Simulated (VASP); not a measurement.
Crystal: ZrTiS3.

```
Zr Ti S
1.0
     4.56431    0.00000    0.00000
     0.00000    4.56431    0.00000
     0.00000    0.00000    4.56431
Zr Ti S
1 1 3
Cartesian
  2.2822 2.2822 2.2822
  0.0000 0.0000 0.0000
  0.0000 2.2822 0.0000
  0.0000 0.0000 2.2822
  2.2822 0.0000 0.0000
```

The cell was built from a structure type or drawn by symmetry, and may not be a known phase.

```yaml
Program: VASP 6.6.1
Task: relaxation of cell and atoms
Functional: PBE
Potentials_or_basis: VASP PAW PBE potentials, release 64 (Zr_sv, Ti_sv, S)
Cutoff: 600 eV
k_mesh: 8 × 8 × 8
Occupations: gaussian, width 0.1 eV
Spin: no spin polarisation
```

At the start: pressure 2.8 GPa; volume 19.02 Å³/atom.

How do energy, volume and symmetry change on relaxing?

Over 3 steps the energy falls by 4.5 meV/atom and the volume is 19.55 Å³/atom (+2.8 %); space group Pm-3m (No. 221, to 0.1 Å) before and after.

Step by step:
```csv
step,energy change (eV),largest force (eV/Å),pressure (GPa),volume (Å³)
1,0.0000,0.0000,2.76,95.09
2,-0.0120,0.0000,-1.74,99.67
3,-0.0225,0.0000,0.00,97.77
```

Final structure:
```
Zr Ti S
1.0
     4.60684    0.00000    0.00000
     0.00000    4.60684    0.00000
     0.00000    0.00000    4.60684
Zr Ti S
1 1 3
Cartesian
  2.3034 2.3034 2.3034
  0.0000 0.0000 0.0000
  0.0000 2.3034 0.0000
  0.0000 0.0000 2.3034
  2.3034 0.0000 0.0000
```

Caveat: the highest band is partly filled, so the run has too few bands.
